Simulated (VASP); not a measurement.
# CoW3 (Pmm2) in VASP: single point with PBEsol

Aim: the single point of CoW3 with PBEsol.

Program: VASP 6.6.1. These are calculated values, not measurements. Logs are shortened: lines on timing, memory, paths and dates and some standing lists are left out, and cuts for length are marked.

### Step 1. The cell of the first run

It takes space group Pmm2 (No. 25, orthorhombic). The conventional cell has a = 3.858 Å, b = 3.858 Å, c = 3.858 Å, α = 90.00°, β = 90.00°, γ = 90.00°. Co (site symmetry mm2) has 12 W at 2.66 to 2.80 Å within 3.5 Å. Within 3.5 Å of W (site symmetry mm2) lie 4 Co at 2.66 to 2.80 Å and 8 W at 2.66 to 2.80 Å. Within 3.6 Å of W (site symmetry mm2) lie 4 Co at 2.73 Å and 8 W at 2.73 Å. Within 3.5 Å of W (site symmetry mm2) lie 8 W at 2.66 to 2.80 Å and 4 Co at 2.73 Å.

### Step 2. Single point, PBEsol (atom 2 (W) moved +0.100 Å along Cartesian [0 0 1])

INCAR reads:

```
SYSTEM = CoW3
PREC = Accurate
ENCUT = 520
EDIFF = 1E-6
ISMEAR = 0
SIGMA = 0.15
LREAL = .False.
LASPH = .True.
NELM = 80
ALGO = Fast
ISIF = 2
LWAVE = .False.
LCHARG = .False.
GGA = PS
NBANDS = 34
```

KPOINTS reads:

```
regular mesh
0
Gamma
  12 12 12
  0 0 0
```

POSCAR reads:

```
CoW3
1.0
    3.8582449849      0.0000000000      0.0000000000
    0.0000000000      3.8582449849      0.0000000000
    0.0000000000      0.0000000000      3.8582449849
Co W
1 3
Direct
    0.0000000000      0.0000000000      0.0000000000
    0.0000000000      0.5000000000      0.5259185201
    0.5000000000      0.0000000000      0.5000000000
    0.5000000000      0.5000000000      0.0000000000
```

Potentials or basis: VASP PAW PBE potentials, release 64 (Co, W_sv).

The run is started by

```
$ cat potpaw_PBE.64/Co/POTCAR potpaw_PBE.64/W_sv/POTCAR > POTCAR
$ mpirun -np 1 vasp_std > vasp.out
```

OUTCAR:

```text
SYSTEM = CoW3
   PREC = Accurate
   ENCUT = 520
   EDIFF = 1E-6
   ISMEAR = 0
   LREAL = .False.
   LASPH = .True.
   NELM = 80
   ISIF = 2
   GGA = PS

 ion  position               nearest neighbor table
   1  0.000  0.000  0.000-   2 2.66   2 2.66   4 2.73   3 2.73   3 2.73   4 2.73   3 2.73   4 2.73
                             3 2.73   4 2.73   2 2.80   2 2.80
   2  0.000  0.500  0.526-   1 2.66   4 2.66   1 2.66   4 2.66   3 2.73   3 2.73   3 2.73   3 2.73
                             1 2.80   4 2.80   4 2.80   1 2.80
   3  0.500  0.000  0.500-   1 2.73   4 2.73   1 2.73   4 2.73   4 2.73   4 2.73   1 2.73   1 2.73
                             2 2.73   2 2.73   2 2.73   2 2.73
   4  0.500  0.500  0.000-   2 2.66   2 2.66   3 2.73   3 2.73   1 2.73   3 2.73   3 2.73   1 2.73
                             1 2.73   1 2.73   2 2.80   2 2.80

  LATTYP: Found a simple cubic cell.
 ALAT       =     3.8582449849

  Lattice vectors:

 A1 = (   3.8582449849,   0.0000000000,   0.0000000000)
 A2 = (   0.0000000000,   3.8582449849,   0.0000000000)
 A3 = (   0.0000000000,   0.0000000000,   3.8582449849)

Analysis of symmetry for initial positions (statically):
=====================================================================
 Subroutine PRICEL returns:
 Original cell was already a primitive cell.

 Routine SETGRP: Setting up the symmetry group for a
 simple cubic supercell.

 Subroutine GETGRP returns: Found  4 space group operations
 (whereof  4 operations were pure point group operations)
 out of a pool of 48 trial point group operations.

The static configuration has the point symmetry C_2v.

Analysis of symmetry for dynamics (positions and initial velocities):
=====================================================================
 Subroutine PRICEL returns:
 Original cell was already a primitive cell.

 Routine SETGRP: Setting up the symmetry group for a
 simple cubic supercell.

 Subroutine GETGRP returns: Found  4 space group operations
 (whereof  4 operations were pure point group operations)
 out of a pool of 48 trial point group operations.

The dynamic configuration has the point symmetry C_2v.

 Subroutine INISYM returns: Found  4 space group operations
 (whereof  4 operations are pure point group operations),
 and found     1 'primitive' translations

----------------------------------------------------------------------------------------

                                     Primitive cell

  volume of cell :      57.4340

  direct lattice vectors                    reciprocal lattice vectors
     3.858244985  0.000000000  0.000000000     0.259185201  0.000000000  0.000000000
     0.000000000  3.858244985  0.000000000     0.000000000  0.259185201  0.000000000
     0.000000000  0.000000000  3.858244985     0.000000000  0.000000000  0.259185201

  length of vectors
     3.858244985  3.858244985  3.858244985     0.259185201  0.259185201  0.259185201

  position of ions in fractional coordinates (direct lattice)
     0.000000000  0.000000000  0.000000000
     0.000000000  0.500000000  0.525918520
     0.500000000  0.000000000  0.500000000
     0.500000000  0.500000000  0.000000000

  ion indices of the primitive-cell ions
   primitive index   ion index
                 1           1
                 2           2
                 3           3
                 4           4

----------------------------------------------------------------------------------------

 KPOINTS: regular mesh

Automatic generation of k-mesh.
 Grid dimensions read from file:
 generate k-points for:   12   12   12

 Generating k-lattice:

  Cartesian coordinates                     Fractional coordinates (reciprocal lattice)
     0.021598767  0.000000000  0.000000000     0.083333333  0.000000000  0.000000000
     0.000000000  0.021598767  0.000000000     0.000000000  0.083333333  0.000000000
     0.000000000  0.000000000  0.021598767     0.000000000  0.000000000  0.083333333

  Length of vectors
     0.021598767  0.021598767  0.021598767

  Shift w.r.t. Gamma in fractional coordinates (k-lattice)
     0.000000000  0.000000000  0.000000000

 Subroutine IBZKPT returns following result:
 ===========================================

 Found    343 irreducible k-points:

 Following reciprocal coordinates:
            Coordinates               Weight
  0.000000  0.000000  0.000000      1.000000
  0.083333  0.000000  0.000000      2.000000
  0.000000  0.083333  0.000000      2.000000
  0.000000  0.000000  0.083333      2.000000
  0.166667  0.000000  0.000000      2.000000
  0.000000  0.166667  0.000000      2.000000
[... 16 lines left out ...]
  0.166667  0.083333  0.000000      4.000000
  0.000000  0.166667  0.083333      4.000000
 [... further k-points ...]
   k-points           NKPTS =    343   k-points in BZ     NKDIM =    343   number of bands    NBANDS=     34
   number of dos      NEDOS =    301   number of ions     NIONS =      4
   total plane-waves  NPLWV =  27000
   dimension x,y,z NGX =    30 NGY =   30 NGZ =   30
   dimension x,y,z NGXF=    60 NGYF=   60 NGZF=   60
   ions per type =               1   3
   NGX,Y,Z   is equivalent  to a cutoff of  12.93, 12.93, 12.93 a.u.
   NGXF,Y,Z  is equivalent  to a cutoff of  25.85, 25.85, 25.85 a.u.
 SYSTEM =  CoW3
   PREC   = accura    normal or accurate (medium, high low for compatibility)
   ISTART =      0    job   : 0-new  1-cont  2-samecut
   ICHARG =      2    charge: 1-file 2-atom 10-const
   ISPIN  =      1    spin polarized calculation?
   LNONCOLLINEAR =      F non collinear calculations
   LSORBIT =      F    spin-orbit coupling
   LASPH  =      T    aspherical Exc in radial PAW
   ENCUT  =  520.0 eV  38.22 Ry    6.18 a.u.   7.17  7.17  7.17*2*pi/ulx,y,z
   NELM   =     80;   NELMIN=  2; NELMDL= -5     # of ELM steps
   EDIFF  = 0.1E-05   stopping-criterion for ELM
   LREAL  =      F    real-space projection
   EDIFFG = 0.1E-04   stopping-criterion for IOM
   NSW    =      0    number of steps for IOM
   IBRION =     -1    ionic relax: 0-MD 1-quasi-New 2-CG
   NFREE  =      0    steps in history (QN), initial steepest desc. (CG)
   ISIF   =      2    stress and relaxation
   ISYM   =      2    0-nonsym 1-usesym 2-fastsym
   POTIM  = 0.5000    time-step for ionic-motion
   TEBEG  =    0.0;   TEEND  =   0.0 temperature during run
   PSTRESS=    0.0 pullay stress
   NELECT =      51.0000    total number of electrons
   NUPDOWN=      -1.0000    fix difference up-down
   EMIN   =  10.00;   EMAX   =-10.00  energy-range for DOS
   EFERMI =   0.00;   METHOD = LEGACY
   ISMEAR =     0;   SIGMA  =   0.15  broadening in eV -4-tet -1-fermi 0-gaus
   EFERMI_NEDOS =   21; number of points for ismear=-14 and -15
   IALGO  =     68    algorithm
   IMIX   =      4    mixing-type and parameters
     AMIX     =   0.40;   BMIX     =  1.00
     AMIX_MAG =   1.60;   BMIX_MAG =  1.00
  volume/ion in A,a.u.               =      14.36        96.90
  Fermi-wavevector in a.u.,A,eV,Ry     =   1.573530  2.973541 33.687989  2.475997
  Thomas-Fermi vector in A             =   2.674801
   LORBIT       =      0    0 simple, 1 ext, 2 COOP (PROOUT), +10 PAW based schemes
   GGA     = PS    functional components
   LHFCALC =     F    Hartree Fock is set to
   AEXX    =    0.0000 exact exchange contribution
   IVDW    =     0    specifies the selected vdW correction
   LEPSILON=     F    determine dielectric tensor
   LRPA    =     F    only Hartree local field effects (RPA)
 non-spin polarized calculation
 RMM-DIIS sequential band-by-band and
 Gauss-broadening in eV      SIGMA  =   0.15
  energy-cutoff  :      520.00
  volume of cell :       57.43
 maximum number of plane-waves:      1568
 NGX is ok and might be reduce to    30
   NGX = 15   NGY = 15   NGZ = 15

 number of electron      51.0000019 magnetization

 Free energy of the ion-electron system (eV)
  ---------------------------------------------------
  ext. energy  EPLUGINS =         0.00000000
  ---------------------------------------------------
  free energy    TOTEN  =       -48.08644881 eV

  energy without entropy =      -48.03386634  energy(sigma->0) =      -48.06015757

 E-fermi :  10.8102     XC(G=0): -13.8087

 val. band max:       10.8096680929   @ k =  -0.3333   0.4167   0.1667
 cond. band min:      10.8128025342   @ k =   0.0000   0.3333   0.0000
 fundamental gap:      0.0031344413
 Fermi energy:        10.8101548449

 k-point     1 :       0.0000    0.0000    0.0000
  band No.  band energies     occupation
      1     -62.7776      2.00000
      2     -62.5935      2.00000
      3     -62.5783      2.00000
      4     -27.5420      2.00000
      5     -27.5345      2.00000
      6     -27.5321      2.00000
[... 26 lines left out ...]
     33      16.8712      0.00000
     34      17.6338      0.00000

 k-point     2 :       0.0833    0.0000    0.0000
  band No.  band energies     occupation
      1     -62.7747      2.00000
      2     -62.5945      2.00000
      3     -62.5802      2.00000
      4     -27.5339      2.00000
      5     -27.5237      2.00000
      6     -27.5137      2.00000
[... 26 lines left out ...]
     33      16.6677      0.00000
     34      17.6167      0.00000

 k-point     3 :       0.0000    0.0833    0.0000
  band No.  band energies     occupation
      1     -62.7747      2.00000
      2     -62.5964      2.00000
      3     -62.5784      2.00000
      4     -27.5313      2.00000
      5     -27.5237      2.00000
      6     -27.5154      2.00000
[... 26 lines left out ...]
     33      16.6507      0.00000
     34      17.6771      0.00000
[... 704 lines left out ...]
 k-point    23 :       0.1667    0.0833    0.0000
  band No.  band energies     occupation
      1     -62.7636      2.00000
      2     -62.6011      2.00000
      3     -62.5846      2.00000
      4     -27.5218      2.00000
      5     -27.4826      2.00000
      6     -27.4237      2.00000
[... 26 lines left out ...]
     33      15.9314      0.00000
     34      17.3466      0.00000

 k-point    24 :       0.0000    0.1667    0.0833
  band No.  band energies     occupation
      1     -62.7636      2.00000
      2     -62.6056      2.00000
      3     -62.5801      2.00000
      4     -27.5142      2.00000
      5     -27.4898      2.00000
      6     -27.4211      2.00000
[... 26 lines left out ...]
     33      15.9213      0.00000
     34      17.2611      0.00000

 [... further k-points ...]

------------------------ aborting loop because EDIFF is reached ----------------------------------------

  FORCE on cell =-STRESS in cart. coord.  units (eV):
  Direction    XX          YY          ZZ          XY          YZ          ZX
  --------------------------------------------------------------------------------------
  -------------------------------------------------------------------------------------
  Total        0.6405952      0.3985648      0.3988024      0.0000000      0.0000000      0.0000000
  in kB       17.8700137     11.1183434     11.1249736      0.0000000      0.0000000      0.0000000
  external PRESSURE =      13.3711102 kB  Pullay stress =       0.0000000 kB

 VOLUME and BASIS-vectors are now :
 -----------------------------------------------------------------------------
  energy-cutoff  :      520.00
  volume of cell :       57.43
      direct lattice vectors                 reciprocal lattice vectors
     3.858244985  0.000000000  0.000000000     0.259185201  0.000000000  0.000000000
     0.000000000  3.858244985  0.000000000     0.000000000  0.259185201  0.000000000
     0.000000000  0.000000000  3.858244985     0.000000000  0.000000000  0.259185201

 POSITION                                       TOTAL-FORCE (eV/Angst)
 -----------------------------------------------------------------------------------
      0.00000      0.00000      0.00000         0.000000      0.000000      0.460356
      0.00000      1.92912      2.02912         0.000000      0.000000     -1.375638
      1.92912      0.00000      1.92912         0.000000      0.000000     -0.090138
      1.92912      1.92912      0.00000         0.000000      0.000000      1.005420
 -----------------------------------------------------------------------------------
    total drift:                                0.000000      0.000000      0.000066

  FREE ENERGIE OF THE ION-ELECTRON SYSTEM (eV)
  ---------------------------------------------------
  free  energy   TOTEN  =       -48.0864488125 eV

  energy  without entropy=      -48.0338663355  energy(sigma->0) =      -48.06015757
```

Run time: 21 min. Hardware: 1 thread of Intel Xeon 8259CL, shared host; peak memory 0.61 GiB.

What came out:

```
Free energy            : -48.0864 eV
Pressure               : 1.3 GPa
Largest force          : 1.376 eV/Å
Band gap on the k mesh : zero (an odd number of electrons rules out a gap without spin polarisation)
```

Forces in eV/Å, atoms in the order of the input:
```
Co   0.000  0.000  0.460
W    0.000  0.000 -1.376
W    0.000  0.000 -0.090
W    0.000  0.000  1.005
```

Stress tensor (GPa, compression positive):
```
1.79 0.00 0.00
0.00 1.11 0.00
0.00 0.00 1.11
```

Levels at points of the mesh, in eV from the Fermi level:
```tsv
k point	band 23	band 24	band 25	band 26	band 27	band 28
(0.00, 0.00, 0.00)	0.39	0.42	2.93	3.00	3.02	3.11
(0.50, 0.00, 0.00)	-1.06	-0.04	0.30	0.30	0.63	1.03
(0.00, 0.50, 0.00)	-1.06	0.06	0.25	0.26	0.64	0.99
(0.00, 0.00, 0.50)	-1.12	0.05	0.25	0.25	0.68	1.00
(0.50, 0.50, 0.00)	-1.86	-1.85	-0.98	0.37	0.59	1.02
(0.00, 0.50, 0.50)	-1.96	-1.85	-0.99	0.52	0.63	1.00
(0.50, 0.00, 0.50)	-1.91	-1.85	-0.96	0.56	0.59	1.01
(0.50, 0.50, 0.50)	-0.85	-0.83	0.52	0.53	0.55	1.29
```

Caveat: the cell differs from its parent crystal (atom 2 (W) moved +0.100 Å along Cartesian [0 0 1]); the PAW data sets were made with another functional, which shifts forces and pressure a little; spin-orbit coupling is left out, which moves the levels of the heavy elements; the run has no spin polarisation, though such a crystal can be magnetic.
